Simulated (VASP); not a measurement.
# C8O15F (a cell with a defect) in VASP: single point with PBE

Aim: the single point of C8O15F (a cell with a defect) with PBE.

Everything below comes from runs of VASP 6.6.1. Logs are shortened: lines on timing, memory, paths and dates and some standing lists are left out, and cuts for length are marked.

### 1 The cell of the first run

The cell holds a defect, 24 atoms: a = 8.136 Å, b = 8.136 Å, c = 8.437 Å, α = 129.21°, β = 129.21°, γ = 71.87°.

### 2 Single point, PBE

Contents of INCAR:

```
ALGO = Normal
EDIFF = 1E-7
ENCUT = 520
GGA = PE
ISIF = 2
ISMEAR = -1
LASPH = T
LCHARG = T
LELF = T
LREAL = Auto
LVHAR = T
LWAVE = F
NBANDS = 82
NELECT = 128.0
NELM = 100
PREC = Accurate
SIGMA = 0.01
```

Contents of KPOINTS:

```
k-points
0
Gamma
  4 4 4
```

Contents of POSCAR:

```
C8O15F
1.0
    0.0000000000      4.7747562400      6.5871749100
    0.0000000000     -4.7747562400      6.5871749100
    5.2718224600      0.0000000000     -6.5871749100
C F O
8 1 15
Direct
   -0.0041990392     -0.0029196492     -0.0045234474
    0.5003244082      0.5016037982      0.0045234474
    0.5108188755      0.0042648102      0.5000000000
   -0.0056379181      0.4994091589      0.5000000000
    0.4894997825      0.5021064118      0.5000000000
    0.0125366483     -0.0034657104      0.5000000000
    0.0005686580      0.5021453274      0.0029233411
    0.4976453169     -0.0007780137     -0.0029233411
    0.4983763512      0.8603268328      0.5000000000
    0.0544552064      0.3488592570      0.5000000000
    0.0936417547      0.8989276073      0.0780628708
    0.5155788840      0.3208647365     -0.0780628708
    0.5190516306      0.1397498203      0.5000000000
    0.9341641308      0.6501279619      0.5000000000
    0.8975034759      0.0953285537     -0.0874835504
    0.4849870263      0.6828121041      0.0874835504
    0.3467154735      0.4993739774      0.5000000000
    0.8630788849      0.0626640265      0.5000000000
    0.8348563516      0.5243869183     -0.0298844507
    0.3647408023      0.0542713690      0.0298844507
    0.6321506011      0.5056536508      0.5000000000
    0.1622793371      0.9300990480      0.5000000000
    0.1666038537      0.4802661765      0.0363443500
    0.6302595037      0.9439218265     -0.0363443500
```

Potentials or basis: VASP PAW PBE potentials, release 64 (C, F, O).

Launch:

```
cat potpaw_PBE.64/C/POTCAR potpaw_PBE.64/F/POTCAR potpaw_PBE.64/O/POTCAR > POTCAR
mpirun -np 1 vasp_std > vasp.out
```

OUTCAR:

```text
EDIFF = 1E-7
   ENCUT = 520
   GGA = PE
   ISIF = 2
   ISMEAR = -1
   LASPH = T
   LREAL = Auto
   NELECT = 128.0
   NELM = 100
   PREC = Accurate

 ion  position               nearest neighbor table
   1  0.996  0.997  0.995-  11 1.17  15 1.17
   2  0.500  0.502  0.005-  12 1.17  16 1.17
   3  0.511  0.004  0.500-  13 1.12   9 1.21
   4  0.994  0.499  0.500-  10 1.17  14 1.17
   5  0.489  0.502  0.500-  17 1.17  21 1.17
   6  0.013  0.997  0.500-  18 1.17  22 1.17
   7  0.001  0.502  0.003-  19 1.17  23 1.17
   8  0.498  0.999  0.997-  20 1.17  24 1.17
   9  0.498  0.860  0.500-   3 1.21
  10  0.054  0.349  0.500-   4 1.17
  11  0.094  0.899  0.078-   1 1.17
  12  0.516  0.321  0.922-   2 1.17
  13  0.519  0.140  0.500-   3 1.12
  14  0.934  0.650  0.500-   4 1.17
[... 8 lines left out ...]
  23  0.167  0.480  0.036-   7 1.17
  24  0.630  0.944  0.964-   8 1.17

  LATTYP: Found a face centered orthorhombic cell.
 ALAT       =     9.5495124800
 B/A-ratio  =     1.1041029521
 C/A-ratio  =     1.3795834968

  Lattice vectors:

 A1 = (   5.2718224600,   0.0000000000,   6.5871749100)
 A2 = (   0.0000000000,  -4.7747562400,   6.5871749100)
 A3 = (   5.2718224600,  -4.7747562400,   0.0000000000)

Analysis of symmetry for initial positions (statically):
=====================================================================
 Subroutine PRICEL returns:
 Original cell was already a primitive cell.

 Routine SETGRP: Setting up the symmetry group for a
 face centered orthorhombic supercell.

 Subroutine GETGRP returns: Found  2 space group operations
 (whereof  1 operations were pure point group operations)
 out of a pool of  8 trial point group operations.

The static configuration has the point symmetry C_1 .
 The point group associated with its full space group is C_1h.

Analysis of symmetry for dynamics (positions and initial velocities):
=====================================================================
 Subroutine PRICEL returns:
 Original cell was already a primitive cell.

 Routine SETGRP: Setting up the symmetry group for a
 face centered orthorhombic supercell.

 Subroutine GETGRP returns: Found  2 space group operations
 (whereof  1 operations were pure point group operations)
 out of a pool of  8 trial point group operations.

The dynamic configuration has the point symmetry C_1 .
 The point group associated with its full space group is C_1h.

 Subroutine INISYM returns: Found  2 space group operations
 (whereof  1 operations are pure point group operations),
 and found     1 'primitive' translations

----------------------------------------------------------------------------------------

                                     Primitive cell

  volume of cell :     331.6203

  direct lattice vectors                    reciprocal lattice vectors
     0.000000000  4.774756240  6.587174910     0.094843862  0.104717388  0.075905074
     0.000000000 -4.774756240  6.587174910     0.094843862 -0.104717388  0.075905074
     5.271822460  0.000000000 -6.587174910     0.189687723  0.000000000  0.000000000

  length of vectors
     8.135672710  8.135672710  8.437000969     0.160382885  0.160382885  0.189687723

  position of ions in fractional coordinates (direct lattice)
     0.995800961  0.997080351  0.995476553
     0.500324408  0.501603798  0.004523447
     0.510818875  0.004264810  0.500000000
     0.994362082  0.499409159  0.500000000
     0.489499782  0.502106412  0.500000000
     0.012536648  0.996534290  0.500000000
[... 16 lines left out ...]
     0.166603854  0.480266177  0.036344350
     0.630259504  0.943921827  0.963655650

  ion indices of the primitive-cell ions
   primitive index   ion index
                 1           1
                 2           2
                 3           3
                 4           4
                 5           5
                 6           6
[... 16 lines left out ...]
                23          23
                24          24

----------------------------------------------------------------------------------------

 KPOINTS: k-points

Automatic generation of k-mesh.
 Grid dimensions read from file:
 generate k-points for:    4    4    4

 Generating k-lattice:

  Cartesian coordinates                     Fractional coordinates (reciprocal lattice)
     0.023710965  0.026179347  0.018976269     0.250000000  0.000000000  0.000000000
     0.023710965 -0.026179347  0.018976269     0.000000000  0.250000000  0.000000000
     0.047421931  0.000000000  0.000000000     0.000000000  0.000000000  0.250000000

  Length of vectors
     0.040095721  0.040095721  0.047421931

  Shift w.r.t. Gamma in fractional coordinates (k-lattice)
     0.000000000  0.000000000  0.000000000

 Subroutine IBZKPT returns following result:
 ===========================================

 Found     24 irreducible k-points:

 Following reciprocal coordinates:
            Coordinates               Weight
  0.000000  0.000000  0.000000      1.000000
  0.250000  0.000000  0.000000      4.000000
 -0.000000 -0.250000  0.000000      4.000000
  0.500000  0.000000  0.000000      2.000000
  0.000000  0.500000  0.000000      2.000000
  0.250000  0.250000  0.000000      4.000000
[... 16 lines left out ...]
 -0.250000  0.250000  0.500000      2.000000
  0.500000  0.500000  0.500000      1.000000
   k-points           NKPTS =     24   k-points in BZ     NKDIM =     24   number of bands    NBANDS=     82
   number of dos      NEDOS =    301   number of ions     NIONS =     24
   total plane-waves  NPLWV = 262144
   dimension x,y,z NGX =    64 NGY =   64 NGZ =   64
   dimension x,y,z NGXF=   128 NGYF=  128 NGZF=  128
   ions per type =               8   1  15
   NGX,Y,Z   is equivalent  to a cutoff of  13.08, 13.08, 12.61 a.u.
   NGXF,Y,Z  is equivalent  to a cutoff of  26.16, 26.16, 25.22 a.u.
 SYSTEM =  unknown system
   PREC   = accura    normal or accurate (medium, high low for compatibility)
   ISTART =      0    job   : 0-new  1-cont  2-samecut
   ICHARG =      2    charge: 1-file 2-atom 10-const
   ISPIN  =      1    spin polarized calculation?
   LNONCOLLINEAR =      F non collinear calculations
   LSORBIT =      F    spin-orbit coupling
   LASPH  =      T    aspherical Exc in radial PAW
   ENCUT  =  520.0 eV  38.22 Ry    6.18 a.u.  15.13 15.13 15.69*2*pi/ulx,y,z
   NELM   =    100;   NELMIN=  2; NELMDL= -5     # of ELM steps
   EDIFF  = 0.1E-06   stopping-criterion for ELM
   LREAL  =      T    real-space projection
   EDIFFG = 0.1E-05   stopping-criterion for IOM
   NSW    =      0    number of steps for IOM
   IBRION =     -1    ionic relax: 0-MD 1-quasi-New 2-CG
   NFREE  =      0    steps in history (QN), initial steepest desc. (CG)
   ISIF   =      2    stress and relaxation
   ISYM   =      2    0-nonsym 1-usesym 2-fastsym
   POTIM  = 0.5000    time-step for ionic-motion
   TEBEG  =    0.0;   TEEND  =   0.0 temperature during run
   PSTRESS=    0.0 pullay stress
   NELECT =     128.0000    total number of electrons
   NUPDOWN=      -1.0000    fix difference up-down
   EMIN   =  10.00;   EMAX   =-10.00  energy-range for DOS
   EFERMI =   0.00;   METHOD = LEGACY
   ISMEAR =    -1;   SIGMA  =   0.01  broadening in eV -4-tet -1-fermi 0-gaus
   EFERMI_NEDOS =   21; number of points for ismear=-14 and -15
   IALGO  =     38    algorithm
   IMIX   =      4    mixing-type and parameters
     AMIX     =   0.40;   BMIX     =  1.00
     AMIX_MAG =   1.60;   BMIX_MAG =  1.00
  volume/ion in A,a.u.               =      13.82        93.25
  Fermi-wavevector in a.u.,A,eV,Ry     =   1.191968  2.252492 19.330976  1.420787
  Thomas-Fermi vector in A             =   2.328017
   LORBIT       =      0    0 simple, 1 ext, 2 COOP (PROOUT), +10 PAW based schemes
   GGA     = PE    functional components
   LHFCALC =     F    Hartree Fock is set to
   AEXX    =    0.0000 exact exchange contribution
   IVDW    =     0    specifies the selected vdW correction
   LEPSILON=     F    determine dielectric tensor
   LRPA    =     F    only Hartree local field effects (RPA)
 non-spin polarized calculation
  energy-cutoff  :      520.00
  volume of cell :      331.62
 maximum number of plane-waves:      8972
 NGX is ok and might be reduce to    64
   NGX = 31   NGY = 31   NGZ = 31

 number of electron     127.9999986 magnetization

 Free energy of the ion-electron system (eV)
  ---------------------------------------------------
  ext. energy  EPLUGINS =         0.00000000
  ---------------------------------------------------
  free energy    TOTEN  =      -177.99270932 eV

  energy without entropy =     -177.99270932  energy(sigma->0) =     -177.99270932

 E-fermi :  -2.6818     XC(G=0):  -8.1047

 val. band max:       -2.9882532632   @ k =   0.0000   0.0000   0.0000
 cond. band min:       1.5541325452   @ k =   0.0000   0.0000   0.0000
 fundamental gap:      4.5423858085
 Fermi energy:        -2.6817966470

 k-point     1 :       0.0000    0.0000    0.0000
  band No.  band energies     occupation
      1     -32.1677      2.00000
      2     -26.7235      2.00000
      3     -23.7570      2.00000
      4     -23.7160      2.00000
      5     -23.5062      2.00000
      6     -23.4261      2.00000
[... 68 lines left out ...]
     75       5.1449      0.00000
     76       5.2922      0.00000

 k-point     2 :       0.2500    0.0000    0.0000
  band No.  band energies     occupation
      1     -32.1676      2.00000
      2     -26.7235      2.00000
      3     -23.7493      2.00000
      4     -23.7202      2.00000
      5     -23.4943      2.00000
      6     -23.4309      2.00000
[... 68 lines left out ...]
     75       5.1643      0.00000
     76       5.2579      0.00000

 k-point     3 :      -0.0000   -0.2500    0.0000
  band No.  band energies     occupation
      1     -32.1676      2.00000
      2     -26.7235      2.00000
      3     -23.7494      2.00000
      4     -23.7203      2.00000
      5     -23.4959      2.00000
      6     -23.4318      2.00000
[... 1648 lines left out ...]
     75       5.1362      0.00000
     76       5.2872      0.00000

 k-point    24 :       0.5000    0.5000    0.5000
  band No.  band energies     occupation
      1     -32.1677      2.00000
      2     -26.7236      2.00000
      3     -23.7464      2.00000
      4     -23.7163      2.00000
      5     -23.5086      2.00000
      6     -23.4278      2.00000
[... 68 lines left out ...]
     75       5.2219      0.00000
     76       5.2617      0.00000
 [bands above 76 left out]

------------------------ aborting loop because EDIFF is reached ----------------------------------------

  FORCE on cell =-STRESS in cart. coord.  units (eV):
  Direction    XX          YY          ZZ          XY          YZ          ZX
  --------------------------------------------------------------------------------------
  -------------------------------------------------------------------------------------
  Total       -2.2460852      4.9825002      3.3506736      0.0000000     -0.1299600      0.0000000
  in kB      -10.8516464     24.0722528     16.1883110      0.0000000     -0.6278834      0.0000000
  external PRESSURE =       9.8029725 kB  Pullay stress =       0.0000000 kB

 VOLUME and BASIS-vectors are now :
 -----------------------------------------------------------------------------
  energy-cutoff  :      520.00
  volume of cell :      331.62
      direct lattice vectors                 reciprocal lattice vectors
     0.000000000  4.774756240  6.587174910     0.094843862  0.104717388  0.075905074
     0.000000000 -4.774756240  6.587174910     0.094843862 -0.104717388  0.075905074
     5.271822460  0.000000000 -6.587174910     0.189687723  0.000000000  0.000000000

 POSITION                                       TOTAL-FORCE (eV/Angst)
 -----------------------------------------------------------------------------------
      5.24798     -0.00611      6.57008        -0.012007     -0.019816      0.006452
      0.02385     -0.00611      6.57008         0.012007     -0.019816      0.006452
      2.63591      2.41867      0.09936         0.000000      0.084420     -0.094624
      2.63591      2.36328      6.54614         0.000000     -0.016292      0.005139
      2.63591     -0.06019      3.23830         0.000000      0.018260      0.013605
      2.63591     -4.69835      3.35334         0.000000      0.015759      0.010993
[... 16 lines left out ...]
      0.19160     -1.49766      4.02164         0.093183      0.478514      0.388458
      5.08022     -1.49766      4.02164        -0.093183      0.478514      0.388458
 -----------------------------------------------------------------------------------
    total drift:                               -0.000005     -0.000377      0.020290

  FREE ENERGIE OF THE ION-ELECTRON SYSTEM (eV)
  ---------------------------------------------------
  free  energy   TOTEN  =      -177.9927093154 eV

  energy  without entropy=     -177.9927093154  energy(sigma->0) =     -177.99270932
```

It took 36 min on 1 thread of Intel Xeon Platinum 8259CL at 2.50GHz (Skylake/Cascade Lake), shared host; peak memory 0.79 GiB.

What came out:

```
Free energy   : -177.9927 eV
Largest force : 0.978 eV/Å
```

Forces in eV/Å, atoms in the order of the input:
```
C   -0.012 -0.020  0.006
C    0.012 -0.020  0.006
C    0.000  0.084 -0.095
C    0.000 -0.016  0.005
C    0.000  0.018  0.014
C    0.000  0.016  0.011
C    0.001  0.012  0.006
C   -0.001  0.012  0.006
F    0.000  0.440 -0.721
O    0.000  0.550 -0.325
O    0.243  0.509 -0.291
O   -0.243  0.509 -0.291
O    0.000 -0.530  0.822
O    0.000 -0.534  0.318
O   -0.239 -0.493  0.280
O    0.239 -0.493  0.280
O    0.000 -0.364 -0.523
O    0.000 -0.570 -0.305
O   -0.092 -0.487 -0.392
O    0.092 -0.487 -0.392
O    0.000  0.357  0.507
O    0.000  0.549  0.294
O    0.093  0.479  0.388
O   -0.093  0.479  0.388
```

Caveat: the cell carries a net charge on a neutralising background, which shifts energy and pressure; the cell is charged against a uniform background, so pressure and absolute levels hang on convention.
